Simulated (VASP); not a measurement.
A run of VASP 6.6.1 is set up as follows.

The input INCAR:

```
ALGO = Normal
EDIFF = 1E-7
EDIFFG = -0.02
ENCUT = 520
GGA = PE
IBRION = 2
ISIF = 2
ISMEAR = -1
LASPH = T
LCHARG = F
LREAL = F
LWAVE = F
NELM = 80
NSW = 80
PREC = Accurate
SIGMA = 0.05
```

Contents of KPOINTS:

```
k-points
0
Gamma
  20 20 11
```

File POSCAR:

```
Ru
1.0
    2.7588683749      0.0000000000      0.0000000000
   -1.3794341875      2.3892500984      0.0000000000
    0.0000000000      0.0000000000      4.3658801443
Ru
2
Direct
    0.3333333333      0.6666666667      0.2500000000
    0.6666666667      0.3333333333      0.7500000000
```

Potentials or basis: VASP PAW PBE potentials, release 64 (Ru_pv).

Run with:

```bash
$ cat potpaw_PBE.64/Ru_pv/POTCAR > POTCAR
$ mpirun -np 1 vasp_std > vasp.out
```

Task: Estimate the band gap on the k mesh.

Result: Zero (band 14 reaches 13.26 eV, above the bottom of band 15 at 10.32 eV).

Stress tensor (GPa, compression positive):
```
-11.74   0.00   0.00
  0.00 -11.74   0.00
  0.00   0.00 -14.10
```

Caveat: the relaxation stopped at its first step, so nothing moved.
